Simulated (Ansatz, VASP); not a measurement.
## SiSe, level by level in two programs

```
Si Se
1.0
     3.59520    0.00000    0.00000
    -1.79760    3.11353    0.00000
     0.00000    0.00000    3.59873
Si Se
1 1
Direct
  0.66667 0.33333 0.50000
  0.00000 0.00000 0.00000
```

Single points on this cell with VASP 6.6.1 and Ansatz 0.2.0. Each row is one pair of runs. Alike in all rows: spin: off; k mesh: 5 × 5 × 4; smearing: fermi-dirac, width 0.05 eV; VASP's potentials, cutoff: VASP PAW PBE potentials, release 64 (Si, Se), 520 eV.

| level | Ansatz's potentials, cutoff | gap on the k mesh at the Fermi level (eV), VASP | gap on the k mesh at the Fermi level (eV), Ansatz | pressure (GPa), VASP | pressure (GPa), Ansatz |
| --- | --- | --- | --- | --- | --- |
| r2SCAN | Ansatz PAW, 500 eV | none | none | -1.0 | -1.0 |
| r2SCAN-based global hybrid | Ansatz PAW, 500 eV | none | none | -1.8 | -1.6 |
| r2SCAN50 | Ansatz PAW, 500 eV | none | none | -4.6 | -3.9 |
| HF | Ansatz PAW, 420 eV | none | ? | 4.2 | ? |

Fill in what Ansatz gave in row 4.

gap on the k mesh at the Fermi level (eV): none; pressure (GPa): 5.5.

VASP's potentials hold 10 valence electrons a cell and Ansatz's 20, so a difference there can come from the potentials and not from the codes.

A gap of «none» marks a metal or a gap that the smearing closes.

The k mesh is coarse, so the values compare programs but aren't converged.
